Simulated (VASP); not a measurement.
# La4Mg8N in VASP: single point with PBEsol

Aim: the single point of La4Mg8N with PBEsol.

Program: VASP 6.6.1. These are calculated values, not measurements. Logs are shortened: lines on timing, memory, paths and dates and some standing lists are left out, and cuts for length are marked.

## (1) The cell of the first run

The cell holds a slab with vacuum, 13 atoms: a = 6.139 Å, b = 6.139 Å, c = 27.145 Å, α = 90.00°, β = 90.00°, γ = 120.00°.

## (2) Single point, PBEsol

Contents of INCAR:

```
SYSTEM = La4Mg8N
ALGO = Normal ; DIPOL = 0.5 0.5 0.473
EDIFF = 1E-7 ; ENCUT = 520
GGA = PS ; IDIPOL = 3
ISIF = 2 ; ISMEAR = 0
LASPH = .TRUE. ; LCHARG = .FALSE.
LDIPOL = .TRUE. ; LREAL = .FALSE.
LWAVE = .FALSE. ; NBANDS = 44
NELM = 80 ; PREC = Accurate
SIGMA = 0.1
```

Contents of KPOINTS:

```
k-points
0
G
  6 6 1
  0 0 0
```

Contents of POSCAR:

```
La4Mg8N
1.0
    6.1390698644      0.0000000000      0.0000000000
   -3.0695349322      5.3165904582      0.0000000000
    0.0000000000      0.0000000000     27.1453605259
Mg La N
8 4 1
Direct
    0.8333333333      0.1666666667      0.3131290148
    0.8333333333      0.6666666667      0.3131290148
    0.3333333333      0.1666666666      0.3131290148
    0.6666666667      0.3333333334      0.4054565702
    0.4992379591      0.5007620409      0.4987278677
    0.4992379591     -0.0015240818      0.4987278677
    0.0015240818      0.5007620409      0.4987278677
    0.3333333333      0.6666666667      0.5945432824
    0.3333333333      0.6666666667      0.3823746814
    0.0000000000      0.0000000000      0.4285384591
    0.0000000000      0.0000000000      0.5675278382
    0.6666666667      0.3333333334      0.6051744959
    0.6666666667      0.8333333334      0.7244843297
```

Potentials or basis: VASP PAW PBE potentials, release 64 (Mg, La, N).

Started as:

```bash
> cat potpaw_PBE.64/Mg/POTCAR potpaw_PBE.64/La/POTCAR potpaw_PBE.64/N/POTCAR > POTCAR
> mpirun -np 1 vasp_std > vasp.out
```

OUTCAR:

```text
SYSTEM = La4Mg8N
   EDIFF = 1E-7
   ENCUT = 520
   GGA = PS
   ISIF = 2
   ISMEAR = 0
   LASPH = .TRUE.
   LREAL = .FALSE.
   NELM = 80
   PREC = Accurate

 ion  position               nearest neighbor table
   1  0.833  0.167  0.313-   3 3.07   2 3.07   2 3.07   3 3.07   4 3.07   9 3.60   9 3.60  10 3.60

   2  0.833  0.667  0.313-   3 3.07   1 3.07   1 3.07   3 3.07   4 3.07   9 3.60   9 3.60  10 3.60

   3  0.333  0.167  0.313-   1 3.07   2 3.07   1 3.07   2 3.07   4 3.07   9 3.60   9 3.60  10 3.60

   4  0.667  0.333  0.405-   1 3.07   2 3.07   3 3.07   7 3.10   5 3.10   6 3.10   9 3.60  10 3.60
                             9 3.60   9 3.60  10 3.60  10 3.60
   5  0.499  0.501  0.499-   7 3.06   6 3.06   7 3.08   6 3.08   4 3.10   8 3.14  12 3.39  11 3.59
                            11 3.59  10 3.61  10 3.61   9 3.62
   6  0.499  0.998  0.499-   5 3.06   7 3.06   7 3.08   5 3.08   4 3.10   8 3.14  12 3.39  11 3.59
                            11 3.59  10 3.61  10 3.61   9 3.62
   7  0.002  0.501  0.499-   5 3.06   6 3.06   5 3.08   6 3.08   4 3.10   8 3.14  12 3.39  11 3.59
                            11 3.59  10 3.61  10 3.61   9 3.62
   8  0.333  0.667  0.595-   7 3.14   6 3.14   5 3.14  12 3.56  12 3.56  12 3.56  11 3.62  11 3.62
                            11 3.62
   9  0.333  0.667  0.382-   4 3.60   4 3.60   4 3.60   3 3.60   2 3.60   2 3.60   1 3.60   1 3.60
                             3 3.60   7 3.62   6 3.62   5 3.62
  10  0.000  0.000  0.429-   4 3.60   4 3.60   4 3.60   3 3.60   2 3.60   1 3.60   6 3.61   6 3.61
                             5 3.61   7 3.61   7 3.61   5 3.61
  11  0.000  0.000  0.568-   6 3.59   6 3.59   5 3.59   7 3.59   5 3.59   7 3.59   8 3.62   8 3.62
                             8 3.62
  12  0.667  0.333  0.605-   7 3.39   5 3.39   6 3.39   8 3.56   8 3.56   8 3.56
  13  0.667  0.833  0.724-

  LATTYP: Found a hexagonal cell.
 ALAT       =     6.1390698644
 C/A-ratio  =     4.4217383293

  Lattice vectors:

 A1 = (   6.1390698644,   0.0000000000,   0.0000000000)
 A2 = (  -3.0695349322,   5.3165904582,   0.0000000000)
 A3 = (   0.0000000000,   0.0000000000,  27.1453605259)

Analysis of symmetry for initial positions (statically):
=====================================================================
 Subroutine PRICEL returns:
 Original cell was already a primitive cell.

 Routine SETGRP: Setting up the symmetry group for a
 hexagonal supercell.

 Subroutine GETGRP returns: Found  2 space group operations
 (whereof  2 operations were pure point group operations)
[... 146 lines left out ...]
     AMIX_MAG =   1.60;   BMIX_MAG =  1.00
  volume/ion in A,a.u.               =      68.15       459.92
  Fermi-wavevector in a.u.,A,eV,Ry     =   0.685334  1.295093  6.390417  0.469682
  Thomas-Fermi vector in A             =   1.765245
   LORBIT       =      0    0 simple, 1 ext, 2 COOP (PROOUT), +10 PAW based schemes
   GGA     = PS    functional components
   LHFCALC =     F    Hartree Fock is set to
   AEXX    =    0.0000 exact exchange contribution
   IVDW    =     0    specifies the selected vdW correction
   LEPSILON=     F    determine dielectric tensor
   LRPA    =     F    only Hartree local field effects (RPA)
 non-spin polarized calculation
 Gauss-broadening in eV      SIGMA  =   0.10
  energy-cutoff  :      520.00
  volume of cell :      886.00
 maximum number of plane-waves:     23933
 NGX is ok and might be reduce to    48
   NGX = 23   NGY = 23   NGZ =101

 dipolmoment           0.000000      0.000000     -0.261897 electrons x Angstroem

 number of electron      65.0000004 magnetization

 dipolmoment           0.000000      0.000000      0.455955 electrons x Angstroem

 Free energy of the ion-electron system (eV)
  ---------------------------------------------------
  ext. energy  EPLUGINS =         0.00000000
  ---------------------------------------------------
  free energy    TOTEN  =       -34.42218510 eV

  energy without entropy =      -34.26631243  energy(sigma->0) =      -34.34424876

 E-fermi :  -1.1294     XC(G=0):  -4.2630

 val. band max:       -1.1349384150   @ k =   0.0000   0.0000   0.0000
 cond. band min:      -1.1290429090   @ k =   0.5000   0.3333   0.0000
 fundamental gap:      0.0058955060
 Fermi energy:        -1.1293697937

 k-point     1 :       0.0000    0.0000    0.0000
  band No.  band energies     occupation
      1     -34.5068      2.00000
      2     -34.1151      2.00000
      3     -34.0841      2.00000
      4     -33.9673      2.00000
      5     -18.2698      2.00000
      6     -18.2638      2.00000
[... 600 lines left out ...]
     43      -0.1144      0.00000
     44      -0.0575      0.00000

------------------------ aborting loop because EDIFF is reached ----------------------------------------

 vacuum level on the upper side and lower side of the slab       (xc-potential included)         1.233        -1.249

  FORCE on cell =-STRESS in cart. coord.  units (eV):
  Direction    XX          YY          ZZ          XY          YZ          ZX
  --------------------------------------------------------------------------------------
  -------------------------------------------------------------------------------------
  Total       -2.0907749     -2.4467730     -5.2613823      0.3083033     -0.0431100     -0.0746687
  in kB       -3.7808241     -4.4245882     -9.5143482      0.5575161     -0.0779574     -0.1350262
  external PRESSURE =      -5.9065868 kB  Pullay stress =       0.0000000 kB

 VOLUME and BASIS-vectors are now :
 -----------------------------------------------------------------------------
  energy-cutoff  :      520.00
  volume of cell :      886.00
      direct lattice vectors                 reciprocal lattice vectors
     6.139069864  0.000000000  0.000000000     0.162891126  0.094045235  0.000000000
    -3.069534932  5.316590458  0.000000000     0.000000000  0.188090470  0.000000000
     0.000000000  0.000000000 27.145360526     0.000000000  0.000000000  0.036838708

 POSITION                                       TOTAL-FORCE (eV/Angst)
 -----------------------------------------------------------------------------------
      4.60430      0.88610      8.50000        -0.050846      0.030760      0.055943
      3.06953      3.54439      8.50000         0.001216     -0.059414      0.055943
      1.53477      0.88610      8.50000         0.047595      0.027479      0.054469
      3.06953      1.77220     11.00626        -0.008847     -0.005108     -0.007554
      1.52775      2.66235     13.53815        -0.002423      0.011063     -0.010455
      0.00000      5.30849     13.53815         0.008369     -0.007630     -0.010455
     -1.52775      2.66235     13.53815         0.002998      0.001731     -0.038950
     -0.00000      3.54439     16.13909         0.086904      0.050174      0.165630
     -0.00000      3.54439     10.37970         0.008461      0.004885      0.042505
      0.00000      0.00000     11.63283         0.010255      0.005921     -0.108386
      0.00000      0.00000     15.40575        -0.083354     -0.048125      0.313042
      3.06953      1.77220     16.42768         0.002175      0.001256      0.737709
      1.53477      4.43049     19.66639        -0.022502     -0.012991     -1.249439
 -----------------------------------------------------------------------------------
    total drift:                                0.000121      0.000069     -0.000615

  FREE ENERGIE OF THE ION-ELECTRON SYSTEM (eV)
  ---------------------------------------------------
  free  energy   TOTEN  =       -34.4221850977 eV

  energy  without entropy=      -34.2663124252  energy(sigma->0) =      -34.34424876

 vacuum level on the upper side and lower side of the slab         5.219         2.691
```

stdout:

```text
POSCAR found type information on POSCAR MgLaN
 POSCAR found :  3 types and      13 ions
 scaLAPACK will be used
 -----------------------------------------------------------------------------
|                                                                             |
|                                                                             |
|     You enforced a specific xc type in the INCAR file but a different       |
|     I HOPE YOU KNOW WHAT YOU ARE DOING!                                     |
|                                                                             |
 -----------------------------------------------------------------------------

 LDA part: xc-table for (Slater+PW92), standard interpolation
 POSCAR, INCAR and KPOINTS ok, starting setup
 FFT: planning ... GRIDC
 FFT: planning ... GRID_SOFT
 FFT: planning ... GRID
 WAVECAR not read
 entering main loop
```

Run time: 38 min. Hardware: 1 thread of Intel Xeon Platinum 8375C at 2.90GHz (Ice Lake), shared host; peak memory 1.3 GiB.

What came out:

```yaml
Free_energy: -34.4222 eV
Largest_force: 1.250 eV/Å
```

Forces in eV/Å, atoms in the order of the input:
```
Mg  -0.051  0.031  0.056
Mg   0.001 -0.059  0.056
Mg   0.048  0.027  0.054
Mg  -0.009 -0.005 -0.008
Mg  -0.002  0.011 -0.010
Mg   0.008 -0.008 -0.010
Mg   0.003  0.002 -0.039
Mg   0.087  0.050  0.166
La   0.008  0.005  0.043
La   0.010  0.006 -0.108
La  -0.083 -0.048  0.313
La   0.002  0.001  0.738
N   -0.023 -0.013 -1.249
```

Levels at points of the mesh, in eV from the Fermi level:
```csv
k point,band 29,band 30,band 31,band 32,band 33,band 34,band 35,band 36,band 37,band 38
"(0.00, 0.00, 0.00)",-0.47,-0.42,-0.30,-0.30,-0.03,-0.01,0.02,0.24,0.25,0.43
"(0.50, 0.00, 0.00)",-0.22,-0.21,-0.17,-0.07,-0.01,0.12,0.12,0.40,0.51,0.54
"(0.00, 0.50, 0.00)",-0.34,-0.22,-0.16,-0.03,0.04,0.07,0.16,0.39,0.53,0.57
```

Caveat: the PAW data sets were made with another functional, which shifts forces and pressure a little; spin-orbit coupling is left out, which moves the levels of the heavy elements.
